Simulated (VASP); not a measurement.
# WSe (Pm-3m) in VASP: single point with PBEsol

Aim: the single point of WSe with PBEsol.

Everything below comes from runs of VASP 6.6.1. Logs are shortened: lines on timing, memory, paths and dates and some standing lists are left out, and cuts for length are marked.

**1. The cell of the first run**

Symmetry: Pm-3m, No. 221, cubic system. Conventional cell: a = 3.112 Å, b = 3.112 Å, c = 3.112 Å, α = 90.00°, β = 90.00°, γ = 90.00°. W (site symmetry m-3m) has 8 Se at 2.70 Å and 6 W at 3.11 Å within 3.6 Å. Se (site symmetry m-3m) has 8 W at 2.70 Å and 6 Se at 3.11 Å within 3.6 Å.

**2. Single point, PBEsol, collinear spin**

INCAR

```
PREC = Accurate
ENCUT = 520
EDIFF = 1E-7
ISMEAR = 0
SIGMA = 0.1
LREAL = False
LASPH = True
NELM = 150
ALGO = Normal
ISIF = 2
LWAVE = False
LCHARG = True
ISPIN = 2
MAGMOM = 1 -1 0 0
LORBIT = 11
LMAXMIX = 4
GGA = PS
LELF = True
LVHAR = True
NBANDS = 32
```

KPOINTS

```
Automatic mesh
0
Gamma
  14 14 7
```

POSCAR

```
WSe
1.0
    3.1121418422      0.0000000000      0.0000000000
    0.0000000000      3.1121418422      0.0000000000
    0.0000000000      0.0000000000      6.2242836845
W Se
2 2
Direct
    0.0000000000      1.0000000000      0.0000000000
    0.0000000000      1.0000000000      0.5000000000
    0.5000000000      0.5000000000      0.2500000000
    0.5000000000      0.5000000000      0.7500000000
```

Potentials or basis: VASP PAW PBE potentials, release 64 (W_sv, Se).

Started as:

```sh
cat potpaw_PBE.64/W_sv/POTCAR potpaw_PBE.64/Se/POTCAR > POTCAR
mpirun -np 1 vasp_std > vasp.out
```

OUTCAR:

```text
PREC = Accurate
   ENCUT = 520
   EDIFF = 1E-7
   ISMEAR = 0
   LREAL = False
   LASPH = True
   NELM = 150
   ISIF = 2
   ISPIN = 2
   LORBIT = 11
   GGA = PS

 ion  position               nearest neighbor table
   1  0.000  0.000  0.000-   3 2.70   4 2.70   3 2.70   4 2.70   3 2.70   4 2.70   3 2.70   4 2.70
                             2 3.11   2 3.11
   2  0.000  0.000  0.500-   3 2.70   4 2.70   3 2.70   4 2.70   3 2.70   4 2.70   3 2.70   4 2.70
                             1 3.11   1 3.11
   3  0.500  0.500  0.250-   1 2.70   2 2.70   1 2.70   2 2.70   1 2.70   2 2.70   1 2.70   2 2.70

   4  0.500  0.500  0.750-   1 2.70   2 2.70   1 2.70   2 2.70   1 2.70   2 2.70   1 2.70   2 2.70

  LATTYP: Found a simple tetragonal cell.
 ALAT       =     3.1121418422
 C/A-ratio  =     2.0000000000

  Lattice vectors:

 A1 = (   3.1121418422,   0.0000000000,   0.0000000000)
 A2 = (   0.0000000000,   3.1121418422,   0.0000000000)
 A3 = (   0.0000000000,   0.0000000000,   6.2242836845)

Analysis of symmetry for initial positions (statically):
=====================================================================
 Subroutine PRICEL returns following result:

  LATTYP: Found a simple cubic cell.
 ALAT       =     3.1121418422
[... 12 lines left out ...]
 Subroutine GETGRP returns: Found 16 space group operations
 (whereof 16 operations were pure point group operations)
 out of a pool of 16 trial point group operations.

The static configuration has the point symmetry D_4h.

Analysis of symmetry for dynamics (positions and initial velocities):
=====================================================================
 Subroutine PRICEL returns following result:

  LATTYP: Found a simple cubic cell.
 ALAT       =     3.1121418422
[... 12 lines left out ...]
 Subroutine GETGRP returns: Found 16 space group operations
 (whereof 16 operations were pure point group operations)
 out of a pool of 16 trial point group operations.

The dynamic configuration has the point symmetry D_4h.

Analysis of structural, dynamic, and magnetic symmetry:
=====================================================================
 Subroutine PRICEL returns following result:

  LATTYP: Found a simple cubic cell.
 ALAT       =     3.1121418422
[... 12 lines left out ...]
 Subroutine GETGRP returns: Found 16 space group operations
 (whereof 16 operations were pure point group operations)
 out of a pool of 16 trial point group operations.

The overall configuration has the point symmetry D_4h.

 Subroutine INISYM returns: Found 16 space group operations
 (whereof 16 operations are pure point group operations),
 and found     2 'primitive' translations

----------------------------------------------------------------------------------------

                                     Primitive cell

  volume of cell :      30.1424

  direct lattice vectors                    reciprocal lattice vectors
     3.112141842  0.000000000  0.000000000     0.321322115  0.000000000  0.000000000
     0.000000000  3.112141842  0.000000000     0.000000000  0.321322115  0.000000000
     0.000000000  0.000000000  3.112141842     0.000000000  0.000000000  0.321322115

  length of vectors
     3.112141842  3.112141842  3.112141842     0.321322115  0.321322115  0.321322115

  position of ions in fractional coordinates (direct lattice)
     0.000000000  0.000000000  0.000000000
     0.500000000  0.500000000  0.500000000

  ion indices of the primitive-cell ions
   primitive index   ion index
                 1           1
                 2           3

----------------------------------------------------------------------------------------

 KPOINTS: Automatic mesh

Automatic generation of k-mesh.
 Grid dimensions read from file:
 generate k-points for:   14   14    7

 Generating k-lattice:

  Cartesian coordinates                     Fractional coordinates (reciprocal lattice)
     0.022951580  0.000000000  0.000000000     0.071428571  0.000000000  0.000000000
     0.000000000  0.022951580  0.000000000     0.000000000  0.071428571  0.000000000
     0.000000000  0.000000000  0.022951580     0.000000000  0.000000000  0.142857143

  Length of vectors
     0.022951580  0.022951580  0.022951580

  Shift w.r.t. Gamma in fractional coordinates (k-lattice)
     0.000000000  0.000000000  0.000000000

 Subroutine IBZKPT returns following result:
 ===========================================

 Found    144 irreducible k-points:

 Following reciprocal coordinates:
            Coordinates               Weight
  0.000000  0.000000  0.000000      1.000000
  0.071429  0.000000  0.000000      4.000000
  0.142857  0.000000  0.000000      4.000000
  0.214286  0.000000  0.000000      4.000000
  0.285714  0.000000  0.000000      4.000000
  0.357143  0.000000  0.000000      4.000000
[... 16 lines left out ...]
  0.285714  0.214286  0.000000      8.000000
  0.357143  0.214286  0.000000      8.000000
 [... further k-points ...]
   k-points           NKPTS =    144   k-points in BZ     NKDIM =    144   number of bands    NBANDS=     32
   number of dos      NEDOS =    301   number of ions     NIONS =      4
   total plane-waves  NPLWV =  27648
   dimension x,y,z NGX =    24 NGY =   24 NGZ =   48
   dimension x,y,z NGXF=    48 NGYF=   48 NGZF=   96
   ions per type =               2   2
   NGX,Y,Z   is equivalent  to a cutoff of  12.82, 12.82, 12.82 a.u.
   NGXF,Y,Z  is equivalent  to a cutoff of  25.64, 25.64, 25.64 a.u.
 SYSTEM =  unknown system
   PREC   = accura    normal or accurate (medium, high low for compatibility)
   ISTART =      0    job   : 0-new  1-cont  2-samecut
   ICHARG =      2    charge: 1-file 2-atom 10-const
   ISPIN  =      2    spin polarized calculation?
   LNONCOLLINEAR =      F non collinear calculations
   LSORBIT =      F    spin-orbit coupling
   LASPH  =      T    aspherical Exc in radial PAW
   ENCUT  =  520.0 eV  38.22 Ry    6.18 a.u.   5.79  5.79 11.57*2*pi/ulx,y,z
   NELM   =    150;   NELMIN=  2; NELMDL= -5     # of ELM steps
   EDIFF  = 0.1E-06   stopping-criterion for ELM
   LREAL  =      F    real-space projection
   EDIFFG = 0.1E-05   stopping-criterion for IOM
   NSW    =      0    number of steps for IOM
   IBRION =     -1    ionic relax: 0-MD 1-quasi-New 2-CG
   NFREE  =      0    steps in history (QN), initial steepest desc. (CG)
   ISIF   =      2    stress and relaxation
   ISYM   =      2    0-nonsym 1-usesym 2-fastsym
   POTIM  = 0.5000    time-step for ionic-motion
   TEBEG  =    0.0;   TEEND  =   0.0 temperature during run
   PSTRESS=    0.0 pullay stress
   NELECT =      40.0000    total number of electrons
   NUPDOWN=      -1.0000    fix difference up-down
   EMIN   =  10.00;   EMAX   =-10.00  energy-range for DOS
   EFERMI =   0.00;   METHOD = LEGACY
   ISMEAR =     0;   SIGMA  =   0.10  broadening in eV -4-tet -1-fermi 0-gaus
   EFERMI_NEDOS =   21; number of points for ismear=-14 and -15
   IALGO  =     38    algorithm
   IMIX   =      4    mixing-type and parameters
     AMIX     =   0.40;   BMIX     =  1.00
     AMIX_MAG =   1.60;   BMIX_MAG =  1.00
  volume/ion in A,a.u.               =      15.07       101.71
  Fermi-wavevector in a.u.,A,eV,Ry     =   1.427881  2.698304 27.740171  2.038845
  Thomas-Fermi vector in A             =   2.548003
   LORBIT       =     11    0 simple, 1 ext, 2 COOP (PROOUT), +10 PAW based schemes
   GGA     = PS    functional components
   LHFCALC =     F    Hartree Fock is set to
   AEXX    =    0.0000 exact exchange contribution
   IVDW    =     0    specifies the selected vdW correction
   LEPSILON=     F    determine dielectric tensor
   LRPA    =     F    only Hartree local field effects (RPA)
 spin polarized calculation
 Gauss-broadening in eV      SIGMA  =   0.10
  energy-cutoff  :      520.00
  volume of cell :       60.28
 maximum number of plane-waves:      1644
 NGX is ok and might be reduce to    24
   NGX = 11   NGY = 11   NGZ = 23

 number of electron      40.0000010 magnetization       0.0000000

 number of electron      40.0000010 magnetization      -0.0000000

 Free energy of the ion-electron system (eV)
  ---------------------------------------------------
  ext. energy  EPLUGINS =         0.00000000
  ---------------------------------------------------
  free energy    TOTEN  =       -33.74990189 eV

  energy without entropy =      -33.73534097  energy(sigma->0) =      -33.74262143

 E-fermi :  11.2183     XC(G=0): -13.0886

 val. band max:       11.2046767152   @ k =   0.3571   0.3571   0.2857
 cond. band min:      11.2454273681   @ k =   0.3571   0.2143   0.0000
 fundamental gap:      0.0407506529
 Fermi energy:        11.2183480054

 spin component 1

 k-point     1 :       0.0000    0.0000    0.0000
  band No.  band energies     occupation
      1     -63.0420      1.00000
      2     -63.0304      1.00000
      3     -27.4807      1.00000
      4     -27.1807      1.00000
      5     -27.1807      1.00000
      6     -27.1807      1.00000
[... 829 lines left out ...]
     31      19.8324      0.00000
     32      20.9561      0.00000

 [... further k-points ...]

 spin component 2

 k-point     1 :       0.0000    0.0000    0.0000
  band No.  band energies     occupation
      1     -63.0420      1.00000
      2     -63.0304      1.00000
      3     -27.4807      1.00000
      4     -27.1807      1.00000
      5     -27.1807      1.00000
      6     -27.1807      1.00000
[... 829 lines left out ...]
     31      19.8324      0.00000
     32      20.9561      0.00000

 [... further k-points ...]
[... 5 lines left out ...]
  --------------------------------------------------------------------------------------
  -------------------------------------------------------------------------------------
  Total        0.2402555      0.2402555      0.2402219      0.0000000      0.0000000      0.0000000
  in kB        6.3852199      6.3852199      6.3843270      0.0000000      0.0000000      0.0000000
  external PRESSURE =       6.3849223 kB  Pullay stress =       0.0000000 kB

 VOLUME and BASIS-vectors are now :
 -----------------------------------------------------------------------------
  energy-cutoff  :      520.00
  volume of cell :       60.28
      direct lattice vectors                 reciprocal lattice vectors
     3.112141842  0.000000000  0.000000000     0.321322115  0.000000000  0.000000000
     0.000000000  3.112141842  0.000000000     0.000000000  0.321322115  0.000000000
     0.000000000  0.000000000  6.224283684     0.000000000  0.000000000  0.160661058

 POSITION                                       TOTAL-FORCE (eV/Angst)
 -----------------------------------------------------------------------------------
      0.00000      0.00000      0.00000        -0.000000     -0.000000      0.000000
      0.00000      0.00000      3.11214        -0.000000     -0.000000     -0.000000
      1.55607      1.55607      1.55607         0.000000      0.000000      0.000000
      1.55607      1.55607      4.66821        -0.000000     -0.000000      0.000000
 -----------------------------------------------------------------------------------
    total drift:                                0.000000      0.000000      0.000000

  FREE ENERGIE OF THE ION-ELECTRON SYSTEM (eV)
  ---------------------------------------------------
  free  energy   TOTEN  =       -33.7499018947 eV

  energy  without entropy=      -33.7353409738  energy(sigma->0) =      -33.74262143

 total charge

# of ion       s       p       d       tot
------------------------------------------
    1        2.298   6.225   3.500  12.024
    2        2.298   6.225   3.500  12.024
    3        1.445   2.289   0.189   3.923
    4        1.445   2.289   0.189   3.923
--------------------------------------------------
tot          7.486  17.028   7.379  31.893

 magnetization (x)

# of ion       s       p       d       tot
------------------------------------------
    1        0.000   0.000   0.000   0.000
    2       -0.000  -0.000  -0.000  -0.000
    3        0.000   0.000   0.000   0.000
    4        0.000   0.000   0.000   0.000
--------------------------------------------------
tot          0.000   0.000   0.000   0.000
```

It took 7.7 min on 1 thread of Oxide Virtual Turin-like, shared host; peak memory 0.45 GiB.

What came out:

```yaml
Free_energy: -33.7499 eV
Pressure: 0.6 GPa
Band_gap_on_the_k_mesh: zero (filled and empty bands overlap)
Net_moment: 0.00 μB per cell
Valence_electrons_inside_the_program's_atomic_spheres: W 12.02; Se 3.92
```

Caveat: the PAW data sets were made with another functional, which shifts forces and pressure a little; spin-orbit coupling is left out, which moves the levels of the heavy elements.
